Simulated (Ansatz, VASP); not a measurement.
## Zn in VASP and in Ansatz

The input INCAR:

```
SYSTEM = Zn
ALGO = Fast
EDIFF = 1E-6
ENCUT = 520
GGA = PS
ISIF = 2
ISMEAR = 0
LASPH = .True.
LCHARG = .True.
LELF = .True.
LREAL = .False.
LVHAR = .True.
LWAVE = .False.
NBANDS = 19
NELM = 80
PREC = Accurate
SIGMA = 0.15
```

File KPOINTS:

```
k-points
0
Gamma
  24 24 10
  0 0 0
```

File POSCAR:

```
Zn
1.0
    2.5848541116      0.0000000000      0.0000000000
   -1.2924270558      2.2385493257      0.0000000000
    0.0000000000      0.0000000000      5.0951010000
Zn
2
Direct
    0.3333333333      0.6666666667      0.2500000000
    0.6666666667      0.3333333333      0.7500000000
```

Input for Ansatz:

```yaml
crystal:
  lattice:
    - [2.5848541116, 0.0, 0.0]
    - [-1.2924270558, 2.2385493257, 0.0]
    - [0.0, 0.0, 5.095101]
  atoms:
    - { symbol: Zn, position: [0.3333333333, 0.6666666667, 0.25] }
    - { symbol: Zn, position: [0.6666666667, 0.3333333333, 0.75] }
basis:
  ecutwfc: 420
kpoints:
  mp_grid: { grid: [24, 24, 10] }
hamiltonian:
  xc: pbesol
scf:
  occupations: { method: gaussian, width: 0.15 }
output:
  forces: true
  stress: true
  eigenvalues: true
  write_density: true
  write_potential: true
  elf: true
  volumetric_format: npy
```

Change from the starting cell: strain -0.030 along x and y, +0.030 along z, atoms carried along.

Alike in both runs: task single point; functional PBEsol; k mesh 24 × 24 × 10; occupations gaussian, width 0.15 eV; no spin polarisation.

```csv
,VASP,Ansatz
version,VASP 6.6.1,Ansatz 0.2.0
potentials or method,"VASP PAW PBE potentials, release 64 (Zn), cutoff 520 eV","scalar-relativistic, plane waves, PAW"
valence electrons in the cell,24,24
```

|  | VASP | Ansatz | Ansatz less VASP |
| --- | --- | --- | --- |
| gap on the k mesh at the Fermi level (eV) | none | none | - |
| pressure (GPa) | -0.8 | -1.5 | -0.78 |
| traceless stress, the component that is largest in VASP (GPa) | -2.03 | -1.81 | +0.219 |

VASP's potentials were made for PBE, not for PBEsol. A gap of «none» marks a metal or a gap that the smearing closes.
